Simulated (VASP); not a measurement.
# C (P-1) in VASP: further runs

Runs on C. Level: PBE+D3(BJ). Tasks: single point.

All numbers are computed with VASP 6.6.1; they aren't measurements. Logs are shortened: lines on timing, memory, paths and dates and some standing lists are left out, and cuts for length are marked.

### 1 The cell of the first run

The typed cell holds 10 atoms: a = 3.650 Å, b = 2.465 Å, c = 10.529 Å, α = 107.02°, β = 72.03°, γ = 90.00°.

### 2 Single point, PBE+D3(BJ)

The input, INCAR:

```
SYSTEM = C
PREC     = Accurate       ! precision mode
ENCUT    = 520            ! plane-wave cutoff, eV
EDIFF    = 1E-6           ! SCF threshold, eV
ISMEAR   = 0              ! smearing method
SIGMA    = 0.05           ! smearing width, eV
LREAL    = .FALSE.        ! projectors in reciprocal space
LASPH    = .TRUE.         ! aspherical terms in the spheres
NELM     = 80             ! most SCF steps
ALGO     = Normal         ! electronic algorithm
ISIF     = 2              ! what is computed and relaxed
LWAVE    = .FALSE.        ! write WAVECAR
LCHARG   = .TRUE.         ! write CHGCAR
GGA      = PE             ! functional
IVDW     = 12             ! dispersion correction
LELF     = .TRUE.         ! ELF
LVHAR    = .TRUE.       
NBANDS   = 31             ! bands
```

The input, KPOINTS:

```
regular mesh
0
G
  7 11 3
  0 0 0
```

The input, POSCAR:

```
C
1.0
    0.0000000000      1.4231666446     -3.3613878322
   -2.4649969361      0.0000000000      0.0000000000
    3.0812461701     10.0416987098      0.7233823965
C
10
Direct
   -0.1074115696      0.7174027945      0.8939222356
    0.7150055098      0.6859202215      0.0687361772
    0.7594012399      0.4437908647      0.2750326918
   -0.1962030299      1.2016615080      0.4813292064
   -0.1518072998      0.9595321513      0.6876257210
    0.7293902204      0.2719504218      0.1375603374
   -0.2262140495      1.0298210651      0.3438568521
   -0.1818183193      0.7876917083      0.5501533667
   -0.1374225892      1.5455623516      0.7564498813
   -0.0930268590      1.3034329949      0.9627463959
```

Potentials or basis: VASP PAW PBE potentials, release 64 (C).

Command:

```
$ cat potpaw_PBE.64/C/POTCAR > POTCAR
$ mpirun -np 1 vasp_std > vasp.out
```

OUTCAR:

```text
SYSTEM = C
   PREC = Accurate
   ENCUT = 520
   EDIFF = 1E-6
   ISMEAR = 0
   LREAL = .FALSE.
   LASPH = .TRUE.
   NELM = 80
   ISIF = 2
   GGA = PE
   IVDW = 12
 IVDW          = 12

 ion  position               nearest neighbor table
   1  0.893  0.717  0.894-  10 1.42  10 1.42   9 1.42   2 1.78
   2  0.715  0.686  0.069-  10 1.24   6 1.42   6 1.42   1 1.78
   3  0.759  0.444  0.275-   7 1.42   7 1.42   6 1.42
   4  0.804  0.202  0.481-   8 1.42   8 1.42   7 1.42
   5  0.848  0.960  0.688-   9 1.42   9 1.42   8 1.42
   6  0.729  0.272  0.138-   2 1.42   2 1.42   3 1.42  10 1.78
   7  0.774  0.030  0.344-   3 1.42   3 1.42   4 1.42
   8  0.818  0.788  0.550-   4 1.42   4 1.42   5 1.42
   9  0.863  0.546  0.756-   5 1.42   5 1.42   1 1.42
  10  0.907  0.303  0.963-   2 1.24   1 1.42   1 1.42   6 1.78

  LATTYP: Found a triclinic cell.
 ALAT       =     2.4649969361
 B/A-ratio  =     1.7868600557
 C/A-ratio  =     3.8772528020
 COS(alpha) =     0.0012866322
 COS(beta)  =     0.0644786432
 COS(gamma) =     0.5596409169

  Lattice vectors:

 A1 = (   2.4649969361,   0.0000000000,   0.0000000000)
 A2 = (   2.4649969361,   1.4231666446,  -3.3613878322)
 A3 = (   0.6162492340,   8.6185320652,   4.0847702287)

Analysis of symmetry for initial positions (statically):
=====================================================================
 Subroutine PRICEL returns:
 Original cell was already a primitive cell.

 Routine SETGRP: Setting up the symmetry group for a
 triclinic supercell.

 Subroutine GETGRP returns: Found  2 space group operations
 (whereof  1 operations were pure point group operations)
 out of a pool of  2 trial point group operations.

The static configuration has the point symmetry C_1 .
 The point group associated with its full space group is S_2 .

Analysis of symmetry for dynamics (positions and initial velocities):
=====================================================================
 Subroutine PRICEL returns:
 Original cell was already a primitive cell.

 Routine SETGRP: Setting up the symmetry group for a
 triclinic supercell.

 Subroutine GETGRP returns: Found  2 space group operations
 (whereof  1 operations were pure point group operations)
 out of a pool of  2 trial point group operations.

The dynamic configuration has the point symmetry C_1 .
 The point group associated with its full space group is S_2 .

 Subroutine INISYM returns: Found  2 space group operations
 (whereof  1 operations are pure point group operations),
 and found     1 'primitive' translations

----------------------------------------------------------------------------------------

                                     Primitive cell

  volume of cell :      85.7413

  direct lattice vectors                    reciprocal lattice vectors
     0.000000000  1.423166645 -3.361387832     0.000000000  0.020796689 -0.288691128
    -2.464996936  0.000000000  0.000000000    -0.405680017  0.120796649  0.051143686
     3.081246170 10.041698710  0.723382397     0.000000000  0.096637320  0.040914948

  length of vectors
     3.650250876  2.464996936 10.528678599     0.289439234  0.426361095  0.104941910

  position of ions in fractional coordinates (direct lattice)
     0.892588430  0.717402795  0.893922236
     0.715005510  0.685920221  0.068736177
     0.759401240  0.443790865  0.275032692
     0.803796970  0.201661508  0.481329206
     0.848192700  0.959532151  0.687625721
     0.729390220  0.271950422  0.137560337
     0.773785950  0.029821065  0.343856852
     0.818181681  0.787691708  0.550153367
     0.862577411  0.545562352  0.756449881
     0.906973141  0.303432995  0.962746396

  ion indices of the primitive-cell ions
   primitive index   ion index
                 1           1
                 2           2
                 3           3
                 4           4
                 5           5
                 6           6
                 7           7
                 8           8
                 9           9
                10          10

[... 48 lines left out ...]
   GGA     = PE    functional components
   LHFCALC =     F    Hartree Fock is set to
   AEXX    =    0.0000 exact exchange contribution
   IVDW    =    12    specifies the selected vdW correction
   LEPSILON=     F    determine dielectric tensor
   LRPA    =     F    only Hartree local field effects (RPA)
 non-spin polarized calculation
 Gauss-broadening in eV      SIGMA  =   0.05
  energy-cutoff  :      520.00
  volume of cell :       85.74
 maximum number of plane-waves:      2337
   NGX = 13   NGY =  9   NGZ = 39

 number of electron      39.9999996 magnetization

 Free energy of the ion-electron system (eV)
  ---------------------------------------------------
  ext. energy  EPLUGINS =         0.00000000
  ---------------------------------------------------
  free energy    TOTEN  =       -84.81660304 eV

  energy without entropy =      -84.81244301  energy(sigma->0) =      -84.81452303

 E-fermi :   5.4577     XC(G=0): -10.3963

 val. band max:        5.4540626458   @ k =  -0.2857  -0.4545   0.3333
 cond. band min:       5.4607101963   @ k =  -0.1429   0.0909   0.3333
 fundamental gap:      0.0066475505
 Fermi energy:         5.4577058216

 k-point     1 :       0.0000    0.0000    0.0000
  band No.  band energies     occupation
      1     -16.8972      2.00000
      2     -14.0945      2.00000
      3     -13.6457      2.00000
      4     -11.1227      2.00000
      5     -10.7229      2.00000
      6      -6.3686      2.00000
[... 23 lines left out ...]
     30      13.3202      0.00000
     31      13.5430      0.00000

 k-point     2 :       0.1429    0.0000   -0.0000
  band No.  band energies     occupation
      1     -16.8736      2.00000
      2     -14.0557      2.00000
      3     -13.6031      2.00000
      4     -11.1306      2.00000
      5     -10.7045      2.00000
      6      -6.3921      2.00000
[... 740 lines left out ...]
 k-point    24 :      -0.2857    0.2727    0.0000
  band No.  band energies     occupation
      1     -15.5758      2.00000
      2     -12.8439      2.00000
      3     -11.7651      2.00000
      4     -10.8777      2.00000
      5      -8.8556      2.00000
      6      -7.3441      2.00000
[... 23 lines left out ...]
     30      14.1617      0.00000
     31      15.1630      0.00000

 [... further k-points ...]

------------------------ aborting loop because EDIFF is reached ----------------------------------------

 Edisp (eV)   -1.44196

 E8    (eV) :    -0.4082

  FORCE on cell =-STRESS in cart. coord.  units (eV):
  Direction    XX          YY          ZZ          XY          YZ          ZX
  --------------------------------------------------------------------------------------
  -------------------------------------------------------------------------------------
  Total       6.92010    21.76328     6.94548     7.75568    13.53182     2.03471
  in kB     129.31014   406.67253   129.78456   144.92405   252.85792    38.02094
  external pressure =      221.92 kB  Pullay stress =        0.00 kB

 VOLUME and BASIS-vectors are now :
 -----------------------------------------------------------------------------
  energy-cutoff  :      520.00
  volume of cell :       85.74
      direct lattice vectors                 reciprocal lattice vectors
     0.000000000  1.423166645 -3.361387832     0.000000000  0.020796689 -0.288691128
    -2.464996936  0.000000000  0.000000000    -0.405680017  0.120796649  0.051143686
     3.081246170 10.041698710  0.723382397     0.000000000  0.096637320  0.040914948

 POSITION                                       TOTAL-FORCE (eV/Angst)
 -----------------------------------------------------------------------------------
      0.98600     10.24680     -2.35369        -1.654077     -4.856683     -3.430535
     -1.47900      1.70780     -2.35369         0.551784     13.517706      6.284364
     -0.24650      3.84255     -2.35369         0.484601     -0.033866      0.384649
      0.98600      5.97730     -2.35369        -0.009812     -0.276397     -0.027418
     -0.24650      8.11205     -2.35369        -0.118224     -0.293811      0.160402
     -0.24650      2.41938     -2.35225         1.654077      4.856683      3.430535
      0.98600      4.55413     -2.35225         0.118224      0.293811     -0.160402
     -0.24650      6.68888     -2.35225         0.009812      0.276397      0.027418
      0.98600      8.82363     -2.35225        -0.484601      0.033866     -0.384649
      2.21850     10.95838     -2.35225        -0.551784    -13.517706     -6.284364
 -----------------------------------------------------------------------------------
    total drift:                               -0.000010      0.000001      0.000001

  FREE ENERGIE OF THE ION-ELECTRON SYSTEM (eV)
  ---------------------------------------------------
  free  energy   TOTEN  =       -86.2585674880 eV

  energy  without entropy=      -86.2544074576  energy(sigma->0) =      -86.25648747
```

Run time: 4 min. Hardware: 1 thread of Intel Xeon 6975P-C, shared host; peak memory 0.33 GiB.

Results:

```
Free energy                : -86.2586 eV
Pressure                   : 22.2 GPa
Largest force              : 14.917 eV/Å
Band gap on the k mesh     : zero (band 20 reaches 5.68 eV, above the bottom of band 21 at 5.19 eV)
Dispersion energy per atom : -0.144 eV
```

Forces in eV/Å, atoms in the order of the input:
```
C    -1.654  -4.857  -3.431
C     0.552  13.518   6.284
C     0.485  -0.034   0.385
C    -0.010  -0.276  -0.027
C    -0.118  -0.294   0.160
C     1.654   4.857   3.431
C     0.118   0.294  -0.160
C     0.010   0.276   0.027
C    -0.485   0.034  -0.385
C    -0.552 -13.518  -6.284
```

Levels at points of the mesh, in eV from the Fermi level:
| k point | band 17 | band 18 | band 19 | band 20 | band 21 | band 22 | band 23 | band 24 |
| --- | --- | --- | --- | --- | --- | --- | --- | --- |
| (0.00, 0.00, 0.00) | -4.18 | -4.07 | -3.81 | -0.01 | 1.07 | 2.24 | 3.87 | 4.75 |

Caveat: pairwise dispersion overbinds metals, which lowers pressure and volume; forces of over 1 eV/Å act on the atoms, so gaps and moduli don't describe the material at rest.

### 3 Single point, PBE+D3(BJ)

This run uses another cell than the first one, of 8.84 Å³/atom, 1.031 times its volume.

The input, INCAR:

```
  PREC = Accurate
  ENCUT = 520
  EDIFF = 1E-7
  ISMEAR = 0
  SIGMA = 0.05
  LREAL = False
  LASPH = True
  NELM = 100
  ALGO = Normal
  ISIF = 2
  LWAVE = False
  LCHARG = False
  GGA = PE
  IVDW = 12
  NBANDS = 31
```

The input, KPOINTS:

```
Automatic mesh
0
Gamma
  7 11 3
```

The input, POSCAR:

```
C
1.0
    0.0000000000      1.4231666446     -3.3613878322
   -2.4649969361      0.0000000000      0.0000000000
    2.8758297588     10.1993609532      1.1204626107
C
10
Direct
   -0.0109073441      0.6110779398      0.8666382341
    0.7224259892      0.6777446064      0.0666382341
    0.7890926559      0.4110779398      0.2666382341
   -0.1442406775      1.1444112731      0.4666382341
   -0.0775740108      0.8777446064      0.6666382341
    0.7442406775      0.2555887269      0.1333617659
   -0.1890926559      0.9889220602      0.3333617659
   -0.1224259892      0.7222553935      0.5333617659
   -0.0557593225      1.4555887269      0.7333617659
    0.0109073441      1.1889220602      0.9333617659
```

Potentials or basis: VASP PAW PBE potentials, release 64 (C).

Command:

```
$ cat potpaw_PBE.64/C/POTCAR > POTCAR
$ mpirun -np 1 vasp_std > vasp.out
```

Wall time 4.6 min (1 thread of Intel Xeon 6975P-C, shared host); peak memory 0.33 GiB.

It converged, with:

```yaml
Free_energy: -88.0577 eV
Pressure: 4.9 GPa
Largest_force: 5.838 eV/Å
Band_gap_on_the_k_mesh: zero (band 20 reaches 4.81 eV, above the bottom of band 21 at 4.51 eV)
Dispersion_energy_per_atom: -0.143 eV
```

Forces on the atoms (eV/Å):
```
C   -0.070 -1.180 -1.491
C    5.273  2.296 -1.003
C    0.515  0.461  0.590
C    0.029  0.003 -0.067
C   -0.019  0.023  0.102
C    0.070  1.180  1.491
C    0.019 -0.023 -0.102
C   -0.029 -0.003  0.067
C   -0.515 -0.461 -0.590
C   -5.273 -2.296  1.003
```

Stress tensor (GPa, compression positive):
```
-0.24 15.42 12.11
15.42 13.50  8.47
12.11  8.47  1.49
```

Levels at points of the mesh, in eV from the Fermi level:
```csv
k point,band 17,band 18,band 19,band 20,band 21,band 22,band 23,band 24
"(0.00, 0.00, 0.00)",-4.01,-3.47,-3.37,-0.40,1.52,2.40,4.71,5.24
```

Caveat: pairwise dispersion overbinds metals, which lowers pressure and volume; forces of over 1 eV/Å act on the atoms, so gaps and moduli don't describe the material at rest.

### 4 Single point, PBE+D3(BJ)

This run uses another cell than the first one, of 8.84 Å³/atom, 1.031 times its volume.

The input, INCAR:

```
SYSTEM = C
  PREC = Accurate
  ENCUT = 520
  EDIFF = 1E-7
  ISMEAR = 0
  SIGMA = 0.05
  LREAL = .FALSE.
  LASPH = .TRUE.
  NELM = 60
  ALGO = Normal
  ISIF = 2
  LWAVE = .FALSE.
  LCHARG = .FALSE.
  GGA = PE
  IVDW = 12
  NBANDS = 31
```

The input, KPOINTS:

```
Automatic mesh
0
G
  7 11 3
  0 0 0
```

The input, POSCAR:

```
C
1.0
    0.0000000000      1.4231666446     -3.3613878322
   -2.4649969361      0.0000000000      0.0000000000
    2.0541641134      9.7249720716      2.2409252215
C
10
Direct
    0.2779720672      0.3221985284      0.8666382341
    0.7446387339      0.6555318617      0.0666382341
    0.8779720672      0.3221985284      0.2666382341
    0.0113054006      0.9888651951      0.4666382341
    0.1446387339      0.6555318618      0.6666382341
    0.7886945994      0.2111348049      0.1333617659
   -0.0779720672      0.8778014716      0.3333617659
    0.0553612661      0.5444681383      0.5333617659
    0.1886945994      1.2111348049      0.7333617659
    0.3220279328      0.8778014716      0.9333617659
```

Command:

```
$ cat potpaw_PBE.64/C/POTCAR > POTCAR
$ mpirun -np 1 vasp_std > vasp.out
```

Run time: 4 min. Hardware: 1 thread of Intel Xeon 6975P-C, shared host; peak memory 0.33 GiB.

Results (log left out):

```yaml
Free_energy: -88.4988 eV
Pressure: -1.9 GPa
Largest_force: 2.872 eV/Å
Band_gap_on_the_k_mesh: zero (band 20 reaches 4.64 eV, above the bottom of band 21 at 4.39 eV)
Dispersion_energy_per_atom: -0.163 eV
```

Forces in eV/Å, atoms in the order of the input:
```
C   -0.112  1.273 -0.619
C   -2.363  0.524  1.546
C   -0.348  0.469 -0.308
C   -0.052  0.023  0.069
C   -0.040  0.072  0.007
C    0.112 -1.273  0.619
C    0.040 -0.072 -0.007
C    0.052 -0.023 -0.069
C    0.348 -0.469  0.308
C    2.363 -0.524 -1.546
```

Stress tensor (GPa, compression positive):
```
-3.48 -9.38  0.04
-9.38 -2.17  4.69
 0.04  4.69 -0.18
```

Levels at points of the mesh, in eV from the Fermi level:
| k point | band 17 | band 18 | band 19 | band 20 | band 21 | band 22 | band 23 | band 24 |
| --- | --- | --- | --- | --- | --- | --- | --- | --- |
| (0.00, 0.00, 0.00) | -3.75 | -3.12 | -2.35 | -1.63 | 0.76 | 2.28 | 4.73 | 4.97 |

Caveat: pairwise dispersion overbinds metals, which lowers pressure and volume; forces of over 1 eV/Å act on the atoms, so gaps and moduli don't describe the material at rest.

### 5 Single point, PBE+D3(BJ)

This run uses another cell than the first one, of 8.84 Å³/atom, 1.031 times its volume.

The input, INCAR:

```
SYSTEM = C
ALGO = Normal
EDIFF = 1E-7
ENCUT = 520
GGA = PE
ISIF = 2
ISMEAR = 0
IVDW = 12
LASPH = .True.
LCHARG = .False.
LREAL = .False.
LWAVE = .False.
NBANDS = 31
NELM = 80
PREC = Accurate
SIGMA = 0.05
```

The input, KPOINTS:

```
k-points
0
Gamma
  7 11 3
  0 0 0
```

The input, POSCAR:

```
C
1.0
    0.0000000000      1.4231666446     -3.3613878322
   -2.4649969361      0.0000000000      0.0000000000
    2.2595805248      9.8435692920      1.9608095688
C
10
Direct
    0.2057522144      0.3944183813      0.8666382341
    0.7390855477      0.6610850479      0.0666382341
    0.8557522144      0.3444183813      0.2666382341
   -0.0275811189      1.0277517146      0.4666382341
    0.0890855477      0.7110850479      0.6666382341
    0.7775811189      0.2222482854      0.1333617659
   -0.1057522144      0.9055816187      0.3333617659
    0.0109144523      0.5889149521      0.5333617659
    0.1275811189      1.2722482854      0.7333617659
    0.2442477856      0.9555816187      0.9333617659
```

Command:

```
$ cat potpaw_PBE.64/C/POTCAR > POTCAR
$ mpirun -np 1 vasp_std > vasp.out
```

It took 4.1 min on 1 thread of Intel Xeon 6975P-C, shared host; peak memory 0.33 GiB.

The run converged. Its results:

```yaml
Free_energy: -87.6787 eV
Pressure: 0.4 GPa
Largest_force: 2.063 eV/Å
Band_gap_on_the_k_mesh: zero (band 20 reaches 4.75 eV, above the bottom of band 21 at 4.19 eV)
Dispersion_energy_per_atom: -0.162 eV
```

Forces in eV/Å, atoms in the order of the input:
```
C   -0.134  0.997  0.107
C   -1.286  0.880  1.351
C   -0.181  0.626 -0.034
C   -0.019  0.036  0.043
C   -0.010  0.076 -0.033
C    0.134 -0.997 -0.107
C    0.010 -0.076  0.033
C    0.019 -0.036 -0.043
C    0.181 -0.626  0.034
C    1.286 -0.880 -1.351
```

Stress tensor (GPa, compression positive):
```
-1.09 -3.66 -3.03
-3.66  2.75  3.16
-3.03  3.16 -0.36
```

Levels at points of the mesh, in eV from the Fermi level:
| k point | band 16 | band 17 | band 18 | band 19 | band 20 | band 21 | band 22 | band 23 | band 24 | band 25 |
| --- | --- | --- | --- | --- | --- | --- | --- | --- | --- | --- |
| (0.00, 0.00, 0.00) | -4.34 | -3.60 | -3.11 | -2.14 | -1.15 | 0.74 | 2.19 | 4.86 | 5.05 | 6.68 |

Caveat: pairwise dispersion overbinds metals, which lowers pressure and volume; forces of over 1 eV/Å act on the atoms, so gaps and moduli don't describe the material at rest.

### 6 Summary

```csv
cell,gap on the mesh (eV),pressure (GPa),largest force (eV/Å)
"a = 3.650, b = 2.465, c = 10.529 Å, angles 107.0, 72.0, 90.0°, 10 atoms",none,22.2,14.92
"a = 3.650, b = 2.465, c = 10.656 Å, angles 105.7, 74.0, 90.0°, 10 atoms",none,4.9,5.84
"a = 3.650, b = 2.465, c = 10.189 Å, angles 101.6, 80.2, 90.0°, 10 atoms",none,-1.9,2.87
"a = 3.650, b = 2.465, c = 10.288 Å, angles 102.7, 78.6, 90.0°, 10 atoms",none,0.4,2.06
```

Alike in all rows: task single point; level PBE+D3(BJ); potentials or basis VASP PAW PBE potentials, release 64 (C); no spin polarisation; k mesh 7 × 11 × 3; cutoff (eV) 520; smearing gaussian 0.05 eV.

Caveats: pairwise dispersion overbinds metals, which lowers pressure and volume; forces of over 1 eV/Å act on the atoms, so gaps and moduli don't describe the material at rest.

Absolute energies hang on the potentials; compare differences alone.
